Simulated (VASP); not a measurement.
# C (R-3m) in VASP: a series of runs

Runs on C. Level: PBE. Tasks: electric field gradients.

All numbers are computed with VASP 6.6.1; they aren't measurements. Logs are shortened: lines on timing, memory, paths and dates and some standing lists are left out, and cuts for length are marked.

### 1 The cell of the first run

The structure is trigonal, space group R-3m (No. 166). Conventional cell: a = 2.484 Å, b = 2.484 Å, c = 6.363 Å, α = 90.00°, β = 90.00°, γ = 120.00°. Within 2.0 Å of C (site symmetry 3m) lie 4 C at 1.53 to 1.59 Å.

### 2 Electric field gradients, PBE (equal xy, yz and zx shear strains of +3 %)

Contents of INCAR:

```
SYSTEM = C
ALGO = Normal
EDIFF = 1E-8
ENCUT = 520
GGA = PE
ISIF = 2
ISMEAR = -1
LASPH = .True.
LCHARG = .False.
LEFG = .True.
LREAL = .False.
LWAVE = .False.
NBANDS = 11
NELM = 100
PREC = Accurate
SIGMA = 0.08
```

Contents of KPOINTS:

```
k-points
0
Gamma
  20 20 20
  0 0 0
```

Contents of POSCAR:

```
C
1.0
    0.0535020000      1.8101510000      1.8101510000
    1.8101510000      0.0535020000      1.8101510000
    1.8101510000      1.8101510000      0.0535020000
C
2
Direct
    0.5000000000      0.5000000000      0.5000000000
    0.7500000000      0.7500000000      0.7500000000
```

Potentials or basis: VASP PAW PBE potentials, release 64 (C).

The run is started by

```bash
$ cat potpaw_PBE.64/C/POTCAR > POTCAR
$ mpirun -np 1 vasp_std > vasp.out
```

OUTCAR:

```text
SYSTEM = C
   EDIFF = 1E-8
   ENCUT = 520
   GGA = PE
   ISIF = 2
   ISMEAR = -1
   LASPH = .True.
   LREAL = .False.
   NELM = 100
   PREC = Accurate

 ion  position               nearest neighbor table
   1  0.500  0.500  0.500-   2 1.53   2 1.53   2 1.53   2 1.59
   2  0.750  0.750  0.750-   1 1.53   1 1.53   1 1.53   1 1.59

  LATTYP: Found a trigonal (rhomboedric) cell.
 ALAT       =     2.5604991212
 COS(alpha) =     0.5293254421

  Lattice vectors:

 A1 = (   0.0535020000,   1.8101510000,   1.8101510000)
 A2 = (   1.8101510000,   0.0535020000,   1.8101510000)
 A3 = (   1.8101510000,   1.8101510000,   0.0535020000)

Analysis of symmetry for initial positions (statically):
=====================================================================
 Subroutine PRICEL returns:
 Original cell was already a primitive cell.

 Routine SETGRP: Setting up the symmetry group for a
 trigonal (rhombohedral) supercell.

 Subroutine GETGRP returns: Found 12 space group operations
 (whereof  6 operations were pure point group operations)
 out of a pool of 12 trial point group operations.

The static configuration has the point symmetry C_3v.
 The point group associated with its full space group is D_3d.

Analysis of symmetry for dynamics (positions and initial velocities):
=====================================================================
 Subroutine PRICEL returns:
 Original cell was already a primitive cell.

 Routine SETGRP: Setting up the symmetry group for a
 trigonal (rhombohedral) supercell.

 Subroutine GETGRP returns: Found 12 space group operations
 (whereof  6 operations were pure point group operations)
 out of a pool of 12 trial point group operations.

The dynamic configuration has the point symmetry C_3v.
 The point group associated with its full space group is D_3d.

 Subroutine INISYM returns: Found 12 space group operations
 (whereof  6 operations are pure point group operations),
 and found     1 'primitive' translations

----------------------------------------------------------------------------------------

                                     Primitive cell

  volume of cell :      11.3367

  direct lattice vectors                    reciprocal lattice vectors
     0.053502000  1.810151000  1.810151000    -0.288777982  0.280487705  0.280487705
     1.810151000  0.053502000  1.810151000     0.280487705 -0.288777982  0.280487705
     1.810151000  1.810151000  0.053502000     0.280487705  0.280487705 -0.288777982

  length of vectors
     2.560499121  2.560499121  2.560499121     0.490652044  0.490652044  0.490652044

  position of ions in fractional coordinates (direct lattice)
     0.500000000  0.500000000  0.500000000
     0.750000000  0.750000000  0.750000000

  ion indices of the primitive-cell ions
   primitive index   ion index
                 1           1
                 2           2

----------------------------------------------------------------------------------------

 KPOINTS: k-points

Automatic generation of k-mesh.
 Grid dimensions read from file:
 generate k-points for:   20   20   20

 Generating k-lattice:

  Cartesian coordinates                     Fractional coordinates (reciprocal lattice)
    -0.014438899  0.014024385  0.014024385     0.050000000  0.000000000  0.000000000
     0.014024385 -0.014438899  0.014024385     0.000000000  0.050000000  0.000000000
     0.014024385  0.014024385 -0.014438899     0.000000000  0.000000000  0.050000000

  Length of vectors
     0.024532602  0.024532602  0.024532602

  Shift w.r.t. Gamma in fractional coordinates (k-lattice)
     0.000000000  0.000000000  0.000000000

 Subroutine IBZKPT returns following result:
 ===========================================

 Found    781 irreducible k-points:

 Following reciprocal coordinates:
            Coordinates               Weight
  0.000000  0.000000  0.000000      1.000000
  0.050000  0.000000  0.000000      6.000000
  0.100000  0.000000  0.000000      6.000000
  0.150000  0.000000  0.000000      6.000000
  0.200000  0.000000  0.000000      6.000000
  0.250000 -0.000000 -0.000000      6.000000
[... 16 lines left out ...]
 -0.400000  0.050000  0.000000     12.000000
 -0.350000  0.050000 -0.000000     12.000000
 [... further k-points ...]
   k-points           NKPTS =    781   k-points in BZ     NKDIM =    781   number of bands    NBANDS=     11
   number of dos      NEDOS =    301   number of ions     NIONS =      2
   total plane-waves  NPLWV =   8000
   dimension x,y,z NGX =    20 NGY =   20 NGZ =   20
   dimension x,y,z NGXF=    40 NGYF=   40 NGZF=   40
   ions per type =               2
   NGX,Y,Z   is equivalent  to a cutoff of  12.99, 12.99, 12.99 a.u.
   NGXF,Y,Z  is equivalent  to a cutoff of  25.97, 25.97, 25.97 a.u.
 SYSTEM =  C
   PREC   = accura    normal or accurate (medium, high low for compatibility)
   ISTART =      0    job   : 0-new  1-cont  2-samecut
   ICHARG =      2    charge: 1-file 2-atom 10-const
   ISPIN  =      1    spin polarized calculation?
   LNONCOLLINEAR =      F non collinear calculations
   LSORBIT =      F    spin-orbit coupling
   LASPH  =      T    aspherical Exc in radial PAW
   ENCUT  =  520.0 eV  38.22 Ry    6.18 a.u.   4.76  4.76  4.76*2*pi/ulx,y,z
   NELM   =    100;   NELMIN=  2; NELMDL= -5     # of ELM steps
   EDIFF  = 0.1E-07   stopping-criterion for ELM
   LREAL  =      F    real-space projection
   EDIFFG = 0.1E-06   stopping-criterion for IOM
   NSW    =      0    number of steps for IOM
   IBRION =     -1    ionic relax: 0-MD 1-quasi-New 2-CG
   NFREE  =      0    steps in history (QN), initial steepest desc. (CG)
   ISIF   =      2    stress and relaxation
   ISYM   =      2    0-nonsym 1-usesym 2-fastsym
   POTIM  = 0.5000    time-step for ionic-motion
   TEBEG  =    0.0;   TEEND  =   0.0 temperature during run
   PSTRESS=    0.0 pullay stress
   NELECT =       8.0000    total number of electrons
   NUPDOWN=      -1.0000    fix difference up-down
   EMIN   =  10.00;   EMAX   =-10.00  energy-range for DOS
   EFERMI =   0.00;   METHOD = LEGACY
   ISMEAR =    -1;   SIGMA  =   0.08  broadening in eV -4-tet -1-fermi 0-gaus
   EFERMI_NEDOS =   21; number of points for ismear=-14 and -15
   IALGO  =     38    algorithm
   IMIX   =      4    mixing-type and parameters
     AMIX     =   0.40;   BMIX     =  1.00
     AMIX_MAG =   1.60;   BMIX_MAG =  1.00
  volume/ion in A,a.u.               =       5.67        38.25
  Fermi-wavevector in a.u.,A,eV,Ry     =   1.457503  2.754282 28.903066  2.124315
  Thomas-Fermi vector in A             =   2.574297
   LORBIT       =      0    0 simple, 1 ext, 2 COOP (PROOUT), +10 PAW based schemes
   GGA     = PE    functional components
   LHFCALC =     F    Hartree Fock is set to
   AEXX    =    0.0000 exact exchange contribution
   IVDW    =     0    specifies the selected vdW correction
   LEPSILON=     F    determine dielectric tensor
   LRPA    =     F    only Hartree local field effects (RPA)
 non-spin polarized calculation
  energy-cutoff  :      520.00
  volume of cell :       11.34
 maximum number of plane-waves:       317
   NGX =  9   NGY =  9   NGZ =  9

 number of electron       7.9999999 magnetization

 Free energy of the ion-electron system (eV)
  ---------------------------------------------------
  ext. energy  EPLUGINS =         0.00000000
  ---------------------------------------------------
  free energy    TOTEN  =       -18.13241253 eV

  energy without entropy =      -18.13241253  energy(sigma->0) =      -18.13241253

 E-fermi :  11.2402     XC(G=0): -13.2536

 val. band max:        9.7611263984   @ k =   0.0000   0.0000   0.0000
 cond. band min:      13.7864063324   @ k =   0.4000   0.4000   0.0000
 fundamental gap:      4.0252799340
 Fermi energy:        11.2401572800

 k-point     1 :       0.0000    0.0000    0.0000
  band No.  band energies     occupation
      1     -11.7561      2.00000
      2       9.6719      2.00000
      3       9.7611      2.00000
      4       9.7611      2.00000
      5      14.3177      0.00000
      6      15.7843      0.00000
      7      15.7843      0.00000
      8      23.2538      0.00000
      9      29.0888      0.00000
     10      36.3193      0.00000
     11      36.3193      0.00000
[... 309 lines left out ...]
 k-point    24 :      -0.3500    0.0500   -0.0000
  band No.  band energies     occupation
      1      -7.9699      2.00000
      2      -0.5577      2.00000
      3       6.6231      2.00000
      4       7.3129      2.00000
      5      17.1697      0.00000
      6      18.5553      0.00000
      7      18.7477      0.00000
      8      24.9894      0.00000
      9      30.4221      0.00000
     10      32.5001      0.00000
     11      34.4892      0.00000

 [... further k-points ...]

------------------------ aborting loop because EDIFF is reached ----------------------------------------

  FORCE on cell =-STRESS in cart. coord.  units (eV):
  Direction    XX          YY          ZZ          XY          YZ          ZX
  --------------------------------------------------------------------------------------
  -------------------------------------------------------------------------------------
  Total        0.2711075      0.2711075      0.2711075     -1.1699069     -1.1699069     -1.1699069
  in kB       38.3147676     38.3147676     38.3147676   -165.3392312   -165.3392312   -165.3392312
  external PRESSURE =      38.3147676 kB  Pullay stress =       0.0000000 kB

 VOLUME and BASIS-vectors are now :
 -----------------------------------------------------------------------------
  energy-cutoff  :      520.00
  volume of cell :       11.34
      direct lattice vectors                 reciprocal lattice vectors
     0.053502000  1.810151000  1.810151000    -0.288777982  0.280487705  0.280487705
     1.810151000  0.053502000  1.810151000     0.280487705 -0.288777982  0.280487705
     1.810151000  1.810151000  0.053502000     0.280487705  0.280487705 -0.288777982

 POSITION                                       TOTAL-FORCE (eV/Angst)
 -----------------------------------------------------------------------------------
      1.83690      1.83690      1.83690         0.030599      0.030599      0.030599
      2.75535      2.75535      2.75535        -0.030599     -0.030599     -0.030599
 -----------------------------------------------------------------------------------
    total drift:                                0.000000     -0.000000      0.000000

  FREE ENERGIE OF THE ION-ELECTRON SYSTEM (eV)
  ---------------------------------------------------
  free  energy   TOTEN  =       -18.1324125310 eV

  energy  without entropy=      -18.1324125309  energy(sigma->0) =      -18.13241253

 Electric field gradients (V/A^2)
---------------------------------------------------------------------
 ion       V_xx      V_yy      V_zz      V_xy      V_xz      V_yz
---------------------------------------------------------------------
   1       0.000     0.000    -0.000     3.278     3.278     3.278
   2       0.000     0.000    -0.000     3.278     3.278     3.278
---------------------------------------------------------------------

 Electric field gradients after diagonalization (V/A^2)
 (convention: |V_zz| > |V_xx| > |V_yy|)
----------------------------------------------------------------------
 ion       V_xx      V_yy      V_zz     asymmetry (V_yy - V_xx)/ V_zz
----------------------------------------------------------------------
   1      -3.278    -3.278     6.556       0.000
   2      -3.278    -3.278     6.556       0.000
----------------------------------------------------------------------

           NMR quadrupolar parameters

 Cq : quadrupolar parameter    Cq=e*Q*V_zz/h
 eta: asymmetry parameters     (V_yy - V_xx)/ V_zz
 Q  : nuclear electric quadrupole moment in mb (millibarn)
----------------------------------------------------------------------
 ion       Cq(MHz)       eta       Q (mb)
----------------------------------------------------------------------
   1       0.016       0.000       1.000
   2       0.016       0.000       1.000
----------------------------------------------------------------------
```

It took 61 s on 1 thread of Intel Xeon Platinum 8488C (Sapphire Rapids), shared host; peak memory 0.18 GiB.

Results:

| Property | Result |
| --- | --- |
| Free energy | -18.1324 eV |
| Pressure | 3.8 GPa |
| Largest force | 0.053 eV/Å |
| Band gap on the k mesh | 4.03 eV (least direct gap 4.56 eV) |
| Largest electric field gradient by atom | C +6.6 V/Å² |

Forces in eV/Å, atoms in the order of the input:
```
C    0.031  0.031  0.031
C   -0.031 -0.031 -0.031
```

Stress tensor (GPa, compression positive):
```
  3.83 -16.53 -16.53
-16.53   3.83 -16.53
-16.53 -16.53   3.83
```

Electric field gradients, principal values (V/Å²):
```
atom   least  middle  greatest (by size)
 1 C  -3.278  -3.278               6.556
 2 C  -3.278  -3.278               6.556
```

Caveat: the cell differs from its parent crystal (equal xy, yz and zx shear strains of +3 %); the cell stands under pressure; without QUAD_EFG the Cq values of the log hold for a quadrupole moment of 1 mb, not for the nuclei.

(Continued in part 2 of 2.)
